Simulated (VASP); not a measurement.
# InP (Fm-3m) in VASP: settings compared

The runs below take InP through single point, relaxation of cell and atoms, with HSE06, PBE-based screened hybrid with 25 % exact exchange.

Program: VASP 6.6.1. These are calculated values, not measurements. Logs are shortened: lines on timing, memory, paths and dates and some standing lists are left out, and cuts for length are marked.

### 1 The cell of the first run

Symmetry: Fm-3m, No. 225, cubic system. Conventional cell: a = 5.463 Å, b = 5.463 Å, c = 5.463 Å, α = 90.00°, β = 90.00°, γ = 90.00°. In (site symmetry m-3m) has 6 P at 2.73 Å within 3.6 Å. P (site symmetry m-3m) has 6 In at 2.73 Å within 3.6 Å.

### 2 Single point, HSE06

File POSCAR:

```
InP
1.0
    0.0000000000      2.7314127370      2.7314127370
    2.7314127370      0.0000000000      2.7314127370
    2.7314127370      2.7314127370      0.0000000000
In P
1 1
Direct
    0.0000000000      0.0000000000      0.0000000000
    0.5000000000      0.5000000000      0.5000000000
```

File INCAR.step1:

```
SYSTEM = InP
PREC = Accurate ; ENCUT = 520
EDIFF = 1E-5 ; ISMEAR = -1
SIGMA = 0.05 ; LREAL = .FALSE.
LASPH = .TRUE. ; NELM = 100
ALGO = Normal ; ISIF = 2
LWAVE = .TRUE. ; LCHARG = .FALSE.
NBANDS = 16 ; GGA = PE
```

File INCAR.step2:

```
SYSTEM = InP
PREC = Accurate ; ENCUT = 520
EDIFF = 1E-6 ; ISMEAR = -1
SIGMA = 0.05 ; LREAL = .FALSE.
LASPH = .TRUE. ; NELM = 100
ALGO = Normal ; ISIF = 2
LWAVE = .FALSE. ; LCHARG = .FALSE.
GGA = PE ; LHFCALC = .TRUE.
HFSCREEN = 0.2079 ; PRECFOCK = Normal
NBANDS = 16 ; ISTART = 1
```

File KPOINTS:

```
Automatic mesh
0
G
  6 6 6
  0 0 0
```

Potentials or basis: VASP PAW PBE potentials, release 64 (In_d, P).

Launch:

```bash
$ cat potpaw_PBE.64/In_d/POTCAR potpaw_PBE.64/P/POTCAR > POTCAR
$ cp INCAR.step1 INCAR
$ mpirun -np 1 vasp_std > vasp.out
$ cp INCAR.step2 INCAR
$ mpirun -np 1 vasp_std > vasp.out
```

OUTCAR:

```text
SYSTEM = InP
   PREC = Accurate
   ENCUT = 520
   EDIFF = 1E-6
   ISMEAR = -1
   LREAL = .FALSE.
   LASPH = .TRUE.
   NELM = 100
   ISIF = 2
   GGA = PE
   LHFCALC = .TRUE.
   HFSCREEN = 0.2079
   PRECFOCK = Normal
   ISTART = 1

 ion  position               nearest neighbor table
   1  0.000  0.000  0.000-   2 2.73   2 2.73   2 2.73   2 2.73   2 2.73   2 2.73
   2  0.500  0.500  0.500-   1 2.73   1 2.73   1 2.73   1 2.73   1 2.73   1 2.73

  LATTYP: Found a face centered cubic cell.
 ALAT       =     5.4628254740

  Lattice vectors:

 A1 = (   0.0000000000,   2.7314127370,   2.7314127370)
 A2 = (   2.7314127370,   0.0000000000,   2.7314127370)
 A3 = (   2.7314127370,   2.7314127370,   0.0000000000)

Analysis of symmetry for initial positions (statically):
=====================================================================
 Subroutine PRICEL returns:
 Original cell was already a primitive cell.

 Routine SETGRP: Setting up the symmetry group for a
 face centered cubic supercell.

 Subroutine GETGRP returns: Found 48 space group operations
 (whereof 48 operations were pure point group operations)
 out of a pool of 48 trial point group operations.

The static configuration has the point symmetry O_h .

Analysis of symmetry for dynamics (positions and initial velocities):
=====================================================================
 Subroutine PRICEL returns:
 Original cell was already a primitive cell.

 Routine SETGRP: Setting up the symmetry group for a
 face centered cubic supercell.

 Subroutine GETGRP returns: Found 48 space group operations
 (whereof 48 operations were pure point group operations)
 out of a pool of 48 trial point group operations.

The dynamic configuration has the point symmetry O_h .

 Subroutine INISYM returns: Found 48 space group operations
 (whereof 48 operations are pure point group operations),
 and found     1 'primitive' translations

----------------------------------------------------------------------------------------

                                     Primitive cell

  volume of cell :      40.7560

  direct lattice vectors                    reciprocal lattice vectors
     0.000000000  2.731412737  2.731412737    -0.183055455  0.183055455  0.183055455
     2.731412737  0.000000000  2.731412737     0.183055455 -0.183055455  0.183055455
     2.731412737  2.731412737  0.000000000     0.183055455  0.183055455 -0.183055455

  length of vectors
     3.862800937  3.862800937  3.862800937     0.317061348  0.317061348  0.317061348

  position of ions in fractional coordinates (direct lattice)
     0.000000000  0.000000000  0.000000000
     0.500000000  0.500000000  0.500000000

  ion indices of the primitive-cell ions
   primitive index   ion index
                 1           1
                 2           2

----------------------------------------------------------------------------------------

 KPOINTS: Automatic mesh

Automatic generation of k-mesh.
 Grid dimensions read from file:
 generate k-points for:    6    6    6

 Generating k-lattice:

  Cartesian coordinates                     Fractional coordinates (reciprocal lattice)
    -0.030509242  0.030509242  0.030509242     0.166666667  0.000000000  0.000000000
     0.030509242 -0.030509242  0.030509242     0.000000000  0.166666667  0.000000000
     0.030509242  0.030509242 -0.030509242     0.000000000  0.000000000  0.166666667

  Length of vectors
     0.052843558  0.052843558  0.052843558

  Shift w.r.t. Gamma in fractional coordinates (k-lattice)
     0.000000000  0.000000000  0.000000000

 Subroutine IBZKPT returns following result:
 ===========================================

 Found     16 irreducible k-points:

 Following reciprocal coordinates:
            Coordinates               Weight
  0.000000  0.000000  0.000000      1.000000
  0.166667  0.000000  0.000000      8.000000
  0.333333  0.000000  0.000000      8.000000
  0.500000  0.000000  0.000000      4.000000
  0.166667  0.166667  0.000000      6.000000
  0.333333  0.166667  0.000000     24.000000
[... 8 lines left out ...]
 -0.333333  0.333333  0.166667     24.000000
 -0.333333  0.500000  0.166667     12.000000
   k-points           NKPTS =     16   k-points in BZ     NKDIM =    216   number of bands    NBANDS=     16
   number of dos      NEDOS =    301   number of ions     NIONS =      2
   total plane-waves  NPLWV =  27000
   dimension x,y,z NGX =    30 NGY =   30 NGZ =   30
   dimension x,y,z NGXF=    60 NGYF=   60 NGZF=   60
   ions per type =               1   1
   NGX,Y,Z   is equivalent  to a cutoff of  12.91, 12.91, 12.91 a.u.
   NGXF,Y,Z  is equivalent  to a cutoff of  25.82, 25.82, 25.82 a.u.
 SYSTEM =  InP
   PREC   = accura    normal or accurate (medium, high low for compatibility)
   ISTART =      1    job   : 0-new  1-cont  2-samecut
   ICHARG =      0    charge: 1-file 2-atom 10-const
   ISPIN  =      1    spin polarized calculation?
[... 36 lines left out ...]
   NKREDZ  =     1    reduce k-point grid by
   AEXX    =    0.2500 exact exchange contribution
   HFSCREEN=    0.2079 screening length (either q_TF or 0.3 A-1)
   HFSCREENC=   0.2079 screening length for correlation (either q_TF or 0.3 A-1)
   ENCUTFOCK=  -1.0 apply spherical cutoff to Coloumb kernel
   IVDW    =     0    specifies the selected vdW correction
   LEPSILON=     F    determine dielectric tensor
   LRPA    =     F    only Hartree local field effects (RPA)
 non-spin polarized calculation
  energy-cutoff  :      520.00
  volume of cell :       40.76
 maximum number of plane-waves:      1113
 NGX is ok and might be reduce to    30
  NGX = 24; NGY = 24; NGZ = 24

 number of electron      17.9999998 magnetization

 Free energy of the ion-electron system (eV)
  ---------------------------------------------------
  ext. energy  EPLUGINS =         0.00000000
  ---------------------------------------------------
  free energy    TOTEN  =        -9.33428425 eV

  energy without entropy =       -9.31917853  energy(sigma->0) =       -9.32673139

 E-fermi :   7.2306     XC(G=0):  -8.7587

 val. band max:        7.2023618285   @ k =   0.3333   0.0000   0.0000
 cond. band min:       7.3976877754   @ k =   0.5000   0.0000   0.0000
 fundamental gap:      0.1953259469
 Fermi energy:         7.2306249682

 k-point     1 :       0.0000    0.0000    0.0000
  band No.  band energies     occupation
      1      -8.8250      2.00000
      2      -8.8250      2.00000
      3      -8.7930      2.00000
      4      -8.7930      2.00000
      5      -8.7930      2.00000
      6      -6.5204      2.00000
[... 8 lines left out ...]
     15      17.0862      0.00000
     16      17.0862      0.00000

 k-point     2 :       0.1667    0.0000    0.0000
  band No.  band energies     occupation
      1      -8.8425      2.00000
      2      -8.8425      2.00000
      3      -8.7950      2.00000
      4      -8.7723      2.00000
      5      -8.7723      2.00000
      6      -6.1248      2.00000
[... 8 lines left out ...]
     15      16.1699      0.00000
     16      16.6452      0.00000

 k-point     3 :       0.3333    0.0000    0.0000
  band No.  band energies     occupation
      1      -8.8823      2.00000
      2      -8.8823      2.00000
      3      -8.8035      2.00000
      4      -8.7249      2.00000
      5      -8.7249      2.00000
      6      -5.0345      2.00000
[... 8 lines left out ...]
     15      17.9738      0.00000
     16      17.9738      0.00000

 k-point     4 :       0.5000    0.0000    0.0000
  band No.  band energies     occupation
      1      -8.9024      2.00000
      2      -8.9024      2.00000
      3      -8.8093      2.00000
      4      -8.7007      2.00000
      5      -8.7007      2.00000
      6      -4.1025      2.00000
[... 8 lines left out ...]
     15      19.7532      0.00000
     16      19.7532      0.00000
[... 172 lines left out ...]
 k-point    14 :       0.5000    0.3333    0.1667
  band No.  band energies     occupation
      1      -9.0283      2.00000
      2      -8.8384      2.00000
      3      -8.8035      2.00000
      4      -8.7225      2.00000
      5      -8.7004      2.00000
      6      -3.9746      2.00000
[... 8 lines left out ...]
     15      20.8327      0.00000
     16      21.3605      0.00000

 k-point    15 :      -0.3333    0.3333    0.1667
  band No.  band energies     occupation
      1      -9.0515      2.00000
      2      -8.8518      2.00000
      3      -8.7707      2.00000
      4      -8.7540      2.00000
      5      -8.6815      2.00000
      6      -3.1401      2.00000
[... 8 lines left out ...]
     15      19.3971      0.00000
     16      21.7877      0.00000

 k-point    16 :      -0.3333    0.5000    0.1667
  band No.  band energies     occupation
      1      -9.1303      2.00000
      2      -8.8161      2.00000
      3      -8.8126      2.00000
      4      -8.7175      2.00000
      5      -8.6651      2.00000
      6      -2.7293      2.00000
[... 8 lines left out ...]
     15      21.0420      0.00000
     16      22.0314      0.00000

------------------------ aborting loop because EDIFF is reached ----------------------------------------

  FORCE on cell =-STRESS in cart. coord.  units (eV):
  Direction    XX          YY          ZZ          XY          YZ          ZX
  --------------------------------------------------------------------------------------
  -------------------------------------------------------------------------------------
  Total        0.2930503      0.2930503      0.2930503      0.0000000     -0.0000000      0.0000000
  in kB       11.5202180     11.5202180     11.5202180      0.0000000     -0.0000000      0.0000000
  external PRESSURE =      11.5202180 kB  Pullay stress =       0.0000000 kB

 VOLUME and BASIS-vectors are now :
 -----------------------------------------------------------------------------
  energy-cutoff  :      520.00
  volume of cell :       40.76
      direct lattice vectors                 reciprocal lattice vectors
     0.000000000  2.731412737  2.731412737    -0.183055455  0.183055455  0.183055455
     2.731412737  0.000000000  2.731412737     0.183055455 -0.183055455  0.183055455
     2.731412737  2.731412737  0.000000000     0.183055455  0.183055455 -0.183055455

 POSITION                                       TOTAL-FORCE (eV/Angst)
 -----------------------------------------------------------------------------------
      0.00000      0.00000      0.00000         0.000000     -0.000000      0.000000
      2.73141      2.73141      2.73141        -0.000000      0.000000      0.000000
 -----------------------------------------------------------------------------------
    total drift:                                0.000001      0.000001      0.000001

  FREE ENERGIE OF THE ION-ELECTRON SYSTEM (eV)
  ---------------------------------------------------
  free  energy   TOTEN  =        -9.3342842545 eV

  energy  without entropy=       -9.3191785332  energy(sigma->0) =       -9.32673139
```

It took 1.7 h on 1 thread of AMD EPYC, shared host; peak memory 0.26 GiB.

Results:

| Item | Value |
| --- | --- |
| Free energy | -9.3343 eV |
| Pressure | 1.2 GPa |
| Band gap on the k mesh | zero (bands 9 and 10 overlap by 2.65 eV) |

Caveat: the PAW data sets were made with another functional, which shifts forces and pressure a little; spin-orbit coupling is left out, which moves the levels of the heavy elements.

### 3 Relaxation of cell and atoms, HSE06

This run uses another cell than the first one, of 21.23 Å³/atom.

File POSCAR:

```
InP
1.0
    0.0000000000      2.7688340000      2.7688340000
    2.7688340000      0.0000000000      2.7688340000
    2.7688340000      2.7688340000      0.0000000000
In P
1 1
Direct
    0.0000000000      0.0000000000      0.0000000000
    0.5000000000      0.5000000000      0.5000000000
```

File INCAR.step1:

```
PREC     = Accurate       # precision mode
ENCUT    = 600            # plane-wave cutoff, eV
EDIFF    = 1E-5           # SCF threshold, eV
ISMEAR   = -1             # smearing method
SIGMA    = 0.05           # smearing width, eV
LREAL    = F              # projectors in reciprocal space
LASPH    = T              # aspherical terms in the spheres
NELM     = 100            # most SCF steps
ALGO     = Normal         # electronic algorithm
LWAVE    = T              # write WAVECAR
LCHARG   = F              # write CHGCAR
GGA      = PE             # functional
NBANDS   = 16             # bands
```

File INCAR.step2:

```
PREC     = Accurate       # precision mode
ENCUT    = 600            # plane-wave cutoff, eV
EDIFF    = 1E-6           # SCF threshold, eV
ISMEAR   = -1             # smearing method
SIGMA    = 0.05           # smearing width, eV
LREAL    = F              # projectors in reciprocal space
LASPH    = T              # aspherical terms in the spheres
NELM     = 100            # most SCF steps
ALGO     = Normal         # electronic algorithm
ISIF     = 3              # what is computed and relaxed
LWAVE    = F              # write WAVECAR
LCHARG   = F              # write CHGCAR
GGA      = PE             # functional
LHFCALC  = T              # exact exchange
HFSCREEN = 0.2079         # screening, 1/A
PRECFOCK = Normal       
IBRION   = 2              # ionic algorithm
NSW      = 60             # ionic steps
EDIFFG   = -0.01          # ionic threshold
ISTART   = 1
```

File KPOINTS:

```
regular mesh
0
Gamma
  4 4 4
```

Potentials or basis: VASP PAW PBE potentials, release 64 (In_d, P).

Launch:

```bash
$ cat potpaw_PBE.64/In_d/POTCAR potpaw_PBE.64/P/POTCAR > POTCAR
$ cp INCAR.step1 INCAR
$ mpirun -np 1 vasp_std > vasp.out
$ cp INCAR.step2 INCAR
$ mpirun -np 1 vasp_std > vasp.out
```

It took 15 min on 1 thread of Oxide Virtual Turin-like, shared host; peak memory 0.26 GiB.

It converged, with:

```yaml
Free_energy: -9.1453 eV
Relaxed_volume: 20.62 Å³/atom
Relaxed_cell: a = 3.878 Å, b = 3.878 Å, c = 3.878 Å, α = 60.00°, β = 60.00°, γ = 60.00°
Space_group_after_relaxing_to_0.1_Å: Fm-3m (No. 225)
Energy_gained_by_relaxing: 4.9 meV/atom
Ionic_steps: 3
Pressure_after_relaxing: 0.0 GPa
Band_gap_on_the_k_mesh: zero (bands 9 and 10 overlap by 2.50 eV)
```

The path:
```
step  energy change (eV)  largest force (eV/Å)  pressure (GPa)  volume (Å³)
   1              0.0000                0.0000           -2.54        42.45
   2             -0.0054                0.0000            1.77        40.42
   3             -0.0098                0.0000            0.00        41.23
```

Final structure:
```cif
data_structure
_symmetry_space_group_name_H-M 'P 1'
_symmetry_Int_Tables_number 1
_cell_length_a 3.8777
_cell_length_b 3.8777
_cell_length_c 3.8777
_cell_angle_alpha 60.000
_cell_angle_beta 60.000
_cell_angle_gamma 60.000
_cell_volume 41.23
loop_
_atom_site_label
_atom_site_type_symbol
_atom_site_fract_x
_atom_site_fract_y
_atom_site_fract_z
_atom_site_occupancy
In1 In 0.00000 0.00000 0.00000 1
P1 P 0.50000 0.50000 0.50000 1
```

Levels at points of the mesh, in eV from the Fermi level:
```
           k point  band 5  band 6  band 7  band 8  band 9  band 10  band 11  band 12  band 13
(0.00, 0.00, 0.00)  -16.51  -13.81   -0.55   -0.55   -0.55     1.27     7.64     7.64     7.64
(0.50, 0.00, 0.00)  -16.42  -11.38   -7.76   -0.03   -0.03     2.91     3.77     3.77     6.25
(0.50, 0.50, 0.00)  -16.39  -10.10   -5.92   -2.92   -2.92    -2.52     4.10    11.15    11.15
```

Caveat: the k points lie up to 0.50 Å⁻¹ apart in the final cell, too coarse for converged energies and pressures of a metal; the PAW data sets were made with another functional, which shifts forces and pressure a little; spin-orbit coupling is left out, which moves the levels of the heavy elements.

### 4 Relaxation of cell and atoms, PBE-based screened hybrid with 25 % exact exchange

This run uses another cell than the first one, of 21.23 Å³/atom.

POSCAR is that of step 3.

File INCAR.step1:

```
SYSTEM = InP
ALGO = Normal ; EDIFF = 1E-5
ENCUT = 600 ; GGA = PE
ISMEAR = -1 ; LASPH = .True.
LCHARG = .False. ; LREAL = .False.
LWAVE = .True. ; NBANDS = 16
NELM = 60 ; PREC = Accurate
SIGMA = 0.05
```

File INCAR.step2:

```
SYSTEM = InP
AEXX = 0.25 ; ALGO = Normal
EDIFF = 1E-6 ; EDIFFG = -0.01
ENCUT = 600 ; GGA = PE
HFSCREEN = 0.3 ; IBRION = 2
ISIF = 3 ; ISMEAR = -1
ISTART = 1 ; LASPH = .True.
LCHARG = .False. ; LHFCALC = .True.
LREAL = .False. ; LWAVE = .False.
NELM = 60 ; NSW = 60
PREC = Accurate ; PRECFOCK = Normal
SIGMA = 0.05
```

File KPOINTS:

```
k-points
0
Gamma
  4 4 4
  0 0 0
```

Launch:

```bash
$ cat potpaw_PBE.64/In_d/POTCAR potpaw_PBE.64/P/POTCAR > POTCAR
$ cp INCAR.step1 INCAR
$ mpirun -np 1 vasp_std > vasp.out
$ cp INCAR.step2 INCAR
$ mpirun -np 1 vasp_std > vasp.out
```

Wall time 13 min (1 thread of Oxide Virtual Turin-like, shared host); peak memory 0.26 GiB.

Results (log left out):

```
Free energy                           : -8.8512 eV
Relaxed volume                        : 20.70 Å³/atom
Relaxed cell                          : a = 3.883 Å, b = 3.883 Å, c = 3.883 Å, α = 60.00°, β = 60.00°, γ = 60.00°
Space group after relaxing (to 0.1 Å) : Fm-3m (No. 225)
Energy gained by relaxing             : 3.5 meV/atom
Ionic steps                           : 3
Pressure after relaxing               : 0.0 GPa
Band gap on the k mesh                : zero (bands 9 and 10 overlap by 2.55 eV)
```

Step by step:
```csv
step,energy change (eV),largest force (eV/Å),pressure (GPa),volume (Å³)
1,0.0000,0.0000,-2.15,42.45
2,-0.0040,0.0000,1.42,40.73
3,-0.0070,0.0000,0.00,41.41
```

Final structure:
```yaml
crystal:
  lattice:
    - [0.00000, 2.74591, 2.74591]
    - [2.74591, 0.00000, 2.74591]
    - [2.74591, 2.74591, 0.00000]
  atoms:
    - { symbol: In, position: [0.00000, 0.00000, 0.00000] }
    - { symbol: P, position: [0.50000, 0.50000, 0.50000] }
```

Levels at points of the mesh, in eV from the Fermi level:
```csv
k point,band 5,band 6,band 7,band 8,band 9,band 10,band 11,band 12,band 13
"(0.00, 0.00, 0.00)",-16.38,-13.63,-0.51,-0.51,-0.51,1.08,7.47,7.47,7.47
"(0.50, 0.00, 0.00)",-16.29,-11.23,-7.60,-0.03,-0.03,2.76,3.62,3.62,6.00
"(0.50, 0.50, 0.00)",-16.26,-9.98,-5.79,-2.85,-2.85,-2.58,3.96,10.89,10.89
```

Caveat: the k points lie up to 0.50 Å⁻¹ apart in the final cell, too coarse for converged energies and pressures of a metal; the PAW data sets were made with another functional, which shifts forces and pressure a little; spin-orbit coupling is left out, which moves the levels of the heavy elements.

### 5 Summary

| task | level | cell | k mesh | cutoff (eV) | screening parameter | gap on the mesh (eV) | pressure (GPa) | relaxed volume (Å³/atom) |
| --- | --- | --- | --- | --- | --- | --- | --- | --- |
| single point | HSE06 | a = 3.863 Å, angles 60.0°, 2 atoms | 6 × 6 × 6 | 520 | 0.2079 1/Å | none | 1.2 | - |
| relaxation of cell and atoms | HSE06 | relaxed from a = 3.916 Å, angles 60.0°, 2 atoms | 4 × 4 × 4 | 600 | 0.2079 1/Å | none | 0.0 | 20.62 |
| relaxation of cell and atoms | PBE-based screened hybrid with 25 % exact exchange | relaxed from a = 3.916 Å, angles 60.0°, 2 atoms | 4 × 4 × 4 | 600 | 0.3 1/Å | none | 0.0 | 20.70 |

Alike in all rows: potentials or basis VASP PAW PBE potentials, release 64 (In_d, P); no spin polarisation; smearing fermi-dirac 0.05 eV.

Caveats: some runs use coarse meshes; the PAW data sets were made with another functional, which shifts forces and pressure a little; spin-orbit coupling is left out, which moves the levels of the heavy elements.

Absolute energies hang on the potentials; compare differences alone.

The gap in the log of VASP goes by the Fermi energy; the results here count the filled bands.